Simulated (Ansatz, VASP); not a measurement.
# Mo: VASP beside Ansatz

POSCAR

```
Mo
1.0
   -1.5332095053      1.5332095053      1.5332095053
    1.5332095053     -1.5332095053      1.5332095053
    1.5332095053      1.5332095053     -1.5332095053
Mo
1
Direct
    0.0000000000      0.0000000000      0.0000000000
```

The input INCAR.step1:

```
ALGO     = Normal         # electronic algorithm
EDIFF    = 1E-4           # SCF threshold, eV
ENCUT    = 520            # plane-wave cutoff, eV
GGA      = PE             # functional
ISMEAR   = -1             # smearing method
LASPH    = True           # aspherical terms in the spheres
LCHARG   = False          # write CHGCAR
LREAL    = False          # projectors in reciprocal space
LWAVE    = True           # write WAVECAR
NBANDS   = 13             # bands
NELM     = 80             # most SCF steps
PREC     = Accurate       # precision mode
SIGMA    = 0.1            # smearing width, eV
```

Contents of INCAR.step2:

```
ALGO     = Normal         # electronic algorithm
EDIFF    = 1E-6           # SCF threshold, eV
ENCUT    = 520            # plane-wave cutoff, eV
ISIF     = 2              # what is computed and relaxed
ISMEAR   = -1             # smearing method
ISTART   = 1            
LASPH    = True           # aspherical terms in the spheres
LCHARG   = False          # write CHGCAR
LMIXTAU  = True         
LREAL    = False          # projectors in reciprocal space
LWAVE    = False          # write WAVECAR
METAGGA  = R2SCAN         # meta-GGA
NBANDS   = 13             # bands
NELM     = 80             # most SCF steps
PREC     = Accurate       # precision mode
SIGMA    = 0.1            # smearing width, eV
```

The input KPOINTS:

```
k-points
0
Gamma
  23 23 23
```

Input for Ansatz:

```yaml
crystal:
  lattice:
    - [-1.5332095053, 1.5332095053, 1.5332095053]
    - [1.5332095053, -1.5332095053, 1.5332095053]
    - [1.5332095053, 1.5332095053, -1.5332095053]
  atoms:
    - { symbol: Mo, position: [0.0, 0.0, 0.0] }
hamiltonian:
  xc: r2scan
  pseudopotentials:
    kind: paw
    azcp:
      Mo: "pseudopotentials/Mo.paw.azcp"
basis:
  ecutwfc: 500
  fft_grid_basis: typed
kpoints:
  mp_grid: { grid: [23, 23, 23], shift: [0, 0, 0] }
magnetization:
  spin_polarized: false
scf:
  occupations: { method: fermi_dirac, width: 0.1 }
output:
  stress: true
```

Alike in both runs: task single point; functional r2SCAN; k mesh 23 × 23 × 23; occupations fermi-dirac, width 0.1 eV; no spin polarisation.

|  | VASP | Ansatz |
| --- | --- | --- |
| version | VASP 6.6.1 | Ansatz 0.2.0 |
| potentials or method | VASP PAW PBE potentials, release 64 (Mo_sv), cutoff 520 eV | plane waves (500 eV) with PAW, scalar-relativistic |
| valence electrons in the cell | 14 | 14 |

|  | VASP | Ansatz | Ansatz less VASP |
| --- | --- | --- | --- |
| pressure (GPa) | 27.9 | 26.2 | -1.63 |

VASP's potentials were made for PBE, not for r2SCAN. With one functional, cell and mesh, what is left measures potentials, basis and numerics.
